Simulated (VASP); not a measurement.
# MoS2 (P6_3/mmc) in VASP: notebook

MoS2 is run at these levels: PBEsol, revPBE+D4; tasks: relaxation of shape and atoms at fixed volume.

All numbers are computed with VASP 6.6.1; they aren't measurements. Logs are shortened: lines on timing, memory, paths and dates and some standing lists are left out, and cuts for length are marked.

### 1 The cell of the first run

The structure is hexagonal, space group P6_3/mmc (No. 194). The conventional cell has a = 3.260 Å, b = 3.260 Å, c = 13.001 Å, α = 90.00°, β = 90.00°, γ = 120.00°. Mo (site symmetry -6m2) has 6 S at 2.48 Å and 6 Mo at 3.26 Å within 3.3 Å. S (site symmetry 3m) has 3 Mo at 2.48 Å and 7 S at 3.24 to 3.26 Å within 3.3 Å.

### 2 Relaxation of shape and atoms at fixed volume, PBEsol, collinear spin (19.94 Å³/atom)

Input file INCAR:

```
PREC     = Accurate       # precision mode
ENCUT    = 500            # plane-wave cutoff, eV
EDIFF    = 1E-7           # SCF threshold, eV
ISMEAR   = 0              # smearing method
SIGMA    = 0.05           # smearing width, eV
LREAL    = False          # projectors in reciprocal space
LASPH    = True           # aspherical terms in the spheres
NELM     = 200            # most SCF steps
ALGO     = Normal         # electronic algorithm
ISIF     = 4              # what is computed and relaxed
LWAVE    = False          # write WAVECAR
LCHARG   = False          # write CHGCAR
ISPIN    = 2              # spin polarisation
MAGMOM   = 0.05 0.05 0 0 0 0 # initial moments
LORBIT   = 11             # projections on sites
LMAXMIX  = 4              # l up to which the mixer works
GGA      = PS             # functional
IBRION   = 2              # ionic algorithm
NSW      = 60             # ionic steps
EDIFFG   = -0.04          # ionic threshold
GGA_COMPAT= False        
NELMIN   = 4
```

Input file KPOINTS:

```
regular mesh
0
Gamma
  8 8 2
```

Input file POSCAR:

```
MoS2
1.0
    3.2596881550      0.0000000000      0.0000000000
   -1.6298440775      2.8229727506      0.0000000000
    0.0000000000      0.0000000000     13.0010239969
Mo S
2 4
Direct
    0.3333333333      0.6666666667      0.2500000000
    0.6666666667      0.3333333333      0.7500000000
    0.3333333333      0.6666666667      0.6254384533
    0.6666666667      0.3333333333      0.1254384533
    0.3333333333      0.6666666667      0.8745615467
    0.6666666667      0.3333333333      0.3745615467
```

Potentials or basis: VASP PAW PBE potentials, release 64 (Mo_sv, S).

Command:

```sh
> cat potpaw_PBE.64/Mo_sv/POTCAR potpaw_PBE.64/S/POTCAR > POTCAR
> mpirun -np 1 vasp_std > vasp.out
```

OUTCAR:

```text
PREC = Accurate
   ENCUT = 500
   EDIFF = 1E-7
   ISMEAR = 0
   LREAL = False
   LASPH = True
   NELM = 200
   ISIF = 4
   ISPIN = 2
   LORBIT = 11
   GGA = PS
   IBRION = 2
   NSW = 60
   EDIFFG = -0.04
   NELMIN = 4

 ion  position               nearest neighbor table
   1  0.333  0.667  0.250-   4 2.48   6 2.48   4 2.48   6 2.48   4 2.48   6 2.48
   2  0.667  0.333  0.750-   3 2.48   5 2.48   3 2.48   5 2.48   3 2.48   5 2.48
   3  0.333  0.667  0.625-   2 2.48   2 2.48   2 2.48
   4  0.667  0.333  0.125-   1 2.48   1 2.48   1 2.48
   5  0.333  0.667  0.875-   2 2.48   2 2.48   2 2.48
   6  0.667  0.333  0.375-   1 2.48   1 2.48   1 2.48

  LATTYP: Found a hexagonal cell.
 ALAT       =     3.2596881550
 C/A-ratio  =     3.9884256956

  Lattice vectors:

 A1 = (   3.2596881550,   0.0000000000,   0.0000000000)
 A2 = (  -1.6298440775,   2.8229727506,   0.0000000000)
 A3 = (   0.0000000000,   0.0000000000,  13.0010239969)

Analysis of symmetry for initial positions (statically):
=====================================================================
 Subroutine PRICEL returns:
 Original cell was already a primitive cell.

 Routine SETGRP: Setting up the symmetry group for a
 hexagonal supercell.

 Subroutine GETGRP returns: Found 24 space group operations
 (whereof 12 operations were pure point group operations)
 out of a pool of 24 trial point group operations.

The static configuration has the point symmetry D_3d.
 The point group associated with its full space group is D_6h.

Analysis of symmetry for dynamics (positions and initial velocities):
=====================================================================
 Subroutine PRICEL returns:
 Original cell was already a primitive cell.

 Routine SETGRP: Setting up the symmetry group for a
 hexagonal supercell.

 Subroutine GETGRP returns: Found 24 space group operations
 (whereof 12 operations were pure point group operations)
 out of a pool of 24 trial point group operations.

The dynamic configuration has the point symmetry D_3d.
 The point group associated with its full space group is D_6h.

Analysis of structural, dynamic, and magnetic symmetry:
=====================================================================
 Subroutine PRICEL returns:
 Original cell was already a primitive cell.

 Routine SETGRP: Setting up the symmetry group for a
 hexagonal supercell.

 Subroutine GETGRP returns: Found 24 space group operations
[... 124 lines left out ...]
   IALGO  =     38    algorithm
   IMIX   =      4    mixing-type and parameters
     AMIX     =   0.40;   BMIX     =  1.00
     AMIX_MAG =   1.60;   BMIX_MAG =  1.00
  volume/ion in A,a.u.               =      19.94       134.56
  Fermi-wavevector in a.u.,A,eV,Ry     =   1.240098  2.343445 20.923609  1.537842
  Thomas-Fermi vector in A             =   2.374553
   LORBIT       =     11    0 simple, 1 ext, 2 COOP (PROOUT), +10 PAW based schemes
   GGA     = PS    functional components
   LHFCALC =     F    Hartree Fock is set to
   AEXX    =    0.0000 exact exchange contribution
   IVDW    =     0    specifies the selected vdW correction
   LEPSILON=     F    determine dielectric tensor
   LRPA    =     F    only Hartree local field effects (RPA)
 conjugate gradient relaxation of ions
 spin polarized calculation
 Gauss-broadening in eV      SIGMA  =   0.05
  energy-cutoff  :      500.00
  volume of cell :      119.64
 maximum number of plane-waves:      3074
 NGX is ok and might be reduce to    24
   NGX = 11   NGY = 11   NGZ = 47

--------------------------------------- Ionic step        1  -------------------------------------------

 number of electron      52.0000003 magnetization       0.0000186

 Free energy of the ion-electron system (eV)
  ---------------------------------------------------
  ext. energy  EPLUGINS =         0.00000000
  ---------------------------------------------------
  free energy    TOTEN  =       -46.32133229 eV

  energy without entropy =      -46.32133229  energy(sigma->0) =      -46.32133229

------------------------ aborting loop because EDIFF is reached ----------------------------------------

  FORCE on cell =-STRESS in cart. coord.  units (eV):
  Direction    XX          YY          ZZ          XY          YZ          ZX
  --------------------------------------------------------------------------------------
  -------------------------------------------------------------------------------------
  Total       -9.6580787     -9.6580787    -10.8148055      0.0000000     -0.0000000      0.0000000
  in kB     -129.3424323   -129.3424323   -144.8334893      0.0000000     -0.0000000      0.0000000
  external PRESSURE =    -134.5061180 kB  Pullay stress =       0.0000000 kB
[... 275 lines left out ...]
 number of electron      52.0000001 magnetization       0.0000000

 number of electron      52.0000001 magnetization      -0.0000000

 Free energy of the ion-electron system (eV)
  ---------------------------------------------------
  ext. energy  EPLUGINS =         0.00000000
  ---------------------------------------------------
  free energy    TOTEN  =       -46.87543654 eV

  energy without entropy =      -46.87543654  energy(sigma->0) =      -46.87543654

 E-fermi :   5.9603     XC(G=0): -10.1246

 val. band max:        5.6672444886   @ k =   0.0000   0.0000   0.0000
 cond. band min:       7.2455804152   @ k =   0.2500   0.1250   0.0000
 fundamental gap:      1.5783359266
 Fermi energy:         5.9603346346

 spin component 1

 k-point     1 :       0.0000    0.0000    0.0000
  band No.  band energies     occupation
      1     -55.3055      1.00000
      2     -55.3055      1.00000
      3     -29.5141      1.00000
      4     -29.5141      1.00000
      5     -29.2562      1.00000
      6     -29.2562      1.00000
[... 669 lines left out ...]
     30       8.5570      0.00000
     31       8.9249      0.00000
 Fermi energy:         5.9603346346

 spin component 2

 k-point     1 :       0.0000    0.0000    0.0000
  band No.  band energies     occupation
      1     -55.3055      1.00000
      2     -55.3055      1.00000
      3     -29.5141      1.00000
      4     -29.5141      1.00000
      5     -29.2562      1.00000
      6     -29.2562      1.00000
[... 702 lines left out ...]
  FREE ENERGIE OF THE ION-ELECTRON SYSTEM (eV)
  ---------------------------------------------------
  free  energy   TOTEN  =       -46.8754365395 eV

  energy  without entropy=      -46.8754365395  energy(sigma->0) =      -46.87543654

 reached required accuracy - stopping structural energy minimisation

 total charge

# of ion       s       p       d       tot
------------------------------------------
    1        2.299   6.230   3.988  12.518
    2        2.299   6.230   3.988  12.518
    3        1.357   2.328   0.000   3.685
    4        1.357   2.328   0.000   3.685
    5        1.357   2.328   0.000   3.685
    6        1.357   2.328   0.000   3.685
--------------------------------------------------
tot         10.027  21.771   7.976  39.774

 magnetization (x)

# of ion       s       p       d       tot
------------------------------------------
    1        0.000   0.000   0.000   0.000
    2        0.000   0.000   0.000   0.000
    3       -0.000  -0.000   0.000  -0.000
    4       -0.000  -0.000   0.000  -0.000
    5       -0.000  -0.000   0.000  -0.000
    6       -0.000  -0.000   0.000  -0.000
--------------------------------------------------
tot         -0.000  -0.000   0.000   0.000
```

OSZICAR:

```text
N       E                     dE             d eps       ncg     rms          rms(c)
DAV:   1     0.425679543400E+03    0.42568E+03   -0.28482E+04  2824   0.150E+03
DAV:   2    -0.234738006563E+02   -0.44915E+03   -0.43967E+03  3049   0.381E+02
DAV:   3    -0.491162125817E+02   -0.25642E+02   -0.25418E+02  3287   0.777E+01
DAV:   4    -0.497205801655E+02   -0.60437E+00   -0.60304E+00  3033   0.117E+01
[... 102 lines left out ...]
DAV:   7    -0.468754355785E+02   -0.28950E-06   -0.18381E-05  3098   0.204E-02    0.102E-02
DAV:   8    -0.468754358526E+02   -0.27409E-06   -0.24855E-06  3306   0.933E-03    0.518E-03
DAV:   9    -0.468754362998E+02   -0.44716E-06   -0.50624E-07  2456   0.343E-03    0.913E-04
DAV:  10    -0.468754365226E+02   -0.22286E-06   -0.20576E-07  2356   0.195E-03    0.111E-03
DAV:  11    -0.468754365395E+02   -0.16817E-07   -0.10649E-08  1632   0.613E-04
   8 F= -.46875437E+02 E0= -.46875437E+02  d E =-.842973E-02  mag=    -0.0000
```

CONTCAR:

```text
MoS2
   1.00000000000000
     3.1455510853543833    0.0000000000000000    0.0000000000000000
    -1.5727755426771917    2.7241271488002079    0.0000000000000000
     0.0000000000000000   -0.0000000000000000   13.9616318842903873
  Mo              S
     2     4
Direct
     0.3333333332999970    0.6666666667000030    0.2500000000000000
     0.6666666667000030    0.3333333332999970    0.7500000000000000
     0.3333333332999970    0.6666666667000030    0.6384241736827605
     0.6666666667000030    0.3333333332999970    0.1384241736827605
     0.3333333332999970    0.6666666667000030    0.8615758263172395
     0.6666666667000030    0.3333333332999970    0.3615758263172395

  0.00000000E+00  0.00000000E+00  0.00000000E+00
  0.00000000E+00  0.00000000E+00  0.00000000E+00
  0.00000000E+00  0.00000000E+00  0.00000000E+00
  0.00000000E+00  0.00000000E+00  0.00000000E+00
  0.00000000E+00  0.00000000E+00  0.00000000E+00
  0.00000000E+00  0.00000000E+00  0.00000000E+00
```

Wall time 22 min (1 thread of Oxide Virtual Turin-like, shared host); peak memory 0.29 GiB.

What came out:

- Free energy: -46.8754 eV
- Energy gained by relaxing: 92.4 meV/atom
- Ionic steps: 8
- Pressure after relaxing: -0.5 GPa
- Band gap on the k mesh: 1.58 eV (least direct gap 2.08 eV)
- Net moment: 0.00 μB per cell
- Valence electrons inside the program's atomic spheres: Mo 12.52; S 3.69

The path:
```csv
step,energy change (eV),largest force (eV/Å),pressure (GPa),volume (Å³)
1,0.0000,1.6132,-13.45,119.64
2,-0.2839,0.2547,-7.65,119.64
3,-0.2858,0.1225,-7.10,119.64
4,-0.4577,0.0210,-4.12,119.64
5,-0.5391,0.3452,1.83,119.64
6,-0.5457,0.2808,0.57,119.64
7,-0.5457,0.2696,-1.45,119.64
8,-0.5541,0.0012,-0.46,119.64
```

Final structure:
```cif
data_structure
_symmetry_space_group_name_H-M 'P 1'
_symmetry_Int_Tables_number 1
_cell_length_a 3.1456
_cell_length_b 3.1456
_cell_length_c 13.9616
_cell_angle_alpha 90.000
_cell_angle_beta 90.000
_cell_angle_gamma 120.000
_cell_volume 119.64
loop_
_atom_site_label
_atom_site_type_symbol
_atom_site_fract_x
_atom_site_fract_y
_atom_site_fract_z
_atom_site_occupancy
Mo1 Mo 0.33333 0.66667 0.25000 1
Mo2 Mo 0.66667 0.33333 0.75000 1
S1 S 0.33333 0.66667 0.63842 1
S2 S 0.66667 0.33333 0.13842 1
S3 S 0.33333 0.66667 0.86158 1
S4 S 0.66667 0.33333 0.36158 1
```

Caveat: the PAW data sets were made with another functional, which shifts forces and pressure a little; this functional lacks dispersion, which binds layers or chains, so the pressure and a relaxed spacing across them are unreliable. A k mesh can miss the band edges.

(Continued in part 2 of 3.)
